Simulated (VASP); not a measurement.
The system is Se.

```xyz
3
Lattice="4.0858 0.0000 0.0000 -2.0429 3.5384 0.0000 0.0000 0.0000 4.7979" Properties=species:S:1:pos:R:3 pbc="T T T"
Se    1.0250    0.0000    1.5993
Se   -0.5125    0.8877    3.1986
Se    1.5304    2.6507    0.0000
```

This cell differs from its parent crystal: strain -4.8%.

Base run:

| Item | Value |
| --- | --- |
| Program | VASP 6.6.1 |
| Functional | r2SCAN |
| Potentials or basis | VASP PAW PBE potentials, release 64 (Se) |
| Cutoff | 520 eV |
| k mesh | 12 × 12 × 6 |
| Occupations | gaussian, width 0.01 eV |
| Spin | no spin polarisation |

Its results: band gap on the k mesh 0.61 eV (least direct gap 1.42 eV); pressure 6.5 GPa; largest force 0.036 eV/Å.

Problem. The run is repeated on the same cell with these changes: functional from r2SCAN to PBE; occupations from gaussian, width 0.01 eV to fermi-dirac, width 0.02 eV. What comes out?

Solution. Band gap on the k mesh 0.41 eV (least direct gap 1.15 eV); pressure 8.0 GPa; largest force 0.393 eV/Å.

Caveats: the cell stands under pressure; the PAW data sets were made with another functional, which shifts forces and pressure a little (at least some runs).

A k mesh can miss the band edges.
